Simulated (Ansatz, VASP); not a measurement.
**Two plane-wave programs on HfN**

File INCAR:

```
ALGO = Normal
EDIFF = 1E-6
EDIFFG = -0.01
ENCUT = 600
GGA = PE
IBRION = 2
ISIF = 3
ISMEAR = 0
LASPH = T
LCHARG = F
LREAL = F
LWAVE = F
NELM = 80
NSW = 100
PREC = Accurate
SIGMA = 0.15
```

File KPOINTS:

```
k-points
0
Gamma
  12 12 12
```

Contents of POSCAR:

```
HfN
1.0
    0.0000000000      2.2738965622      2.2738965622
    2.2738965622      0.0000000000      2.2738965622
    2.2738965622      2.2738965622      0.0000000000
Hf N
1 1
Direct
   -0.0157964002     -0.0030309551      0.0142898829
    0.5157964002      0.5030309551      0.4857101171
```

Input for Ansatz:

```yaml
crystal:
  lattice:
    - [0.0, 2.2738965622, 2.2738965622]
    - [2.2738965622, 0.0, 2.2738965622]
    - [2.2738965622, 2.2738965622, 0.0]
  atoms:
    - { symbol: Hf, position: [-0.0157964002, -0.0030309551, 0.0142898829] }
    - { symbol: "N", position: [0.5157964002, 0.5030309551, 0.4857101171] }
basis:
  ecutwfc: 420
kpoints:
  mp_grid: { grid: [12, 12, 12] }
hamiltonian:
  xc: pbe
scf:
  occupations: { method: gaussian, width: 0.15 }
output:
  forces: true
  stress: true
  eigenvalues: true
relax:
  adjacent_minimum: "off"
  f_tol: 0.01
  max_steps: 80
  cell: { stress_tol: 0.1 }
```

Change from the starting cell: all N atoms moved 0.1 Å in one direction; relaxed back.

Alike in both runs: task relaxation of cell and atoms; functional PBE; k mesh 12 × 12 × 12; occupations gaussian, width 0.15 eV; no spin polarisation.

```csv
,VASP,Ansatz
version,VASP 6.6.1,Ansatz 0.2.0
potentials or method,"VASP PAW PBE potentials, release 64 (Hf_pv, N), cutoff 600 eV","scalar-relativistic, plane waves, PAW"
valence electrons in the cell,15,31
```

Ansatz gave:

| Property | Result |
| --- | --- |
| gap on the k mesh at the Fermi level, each at its own relaxed structure (eV) | none |
| relaxed volume (Å³/atom) | 11.75 |
| relaxed cell length with the largest relative difference (Å) | 3.215 |

Question: Which values does VASP return?

Answer: gap on the k mesh at the Fermi level, each at its own relaxed structure (eV): none; relaxed volume (Å³/atom): 11.64; relaxed cell length with the largest relative difference (Å): 3.205.

A gap of «none» marks a metal or a gap that the smearing closes. VASP's potentials hold 15 valence electrons a cell and Ansatz's 31, so a difference there can come from the potentials and not from the codes.

Spin-orbit coupling is off throughout.
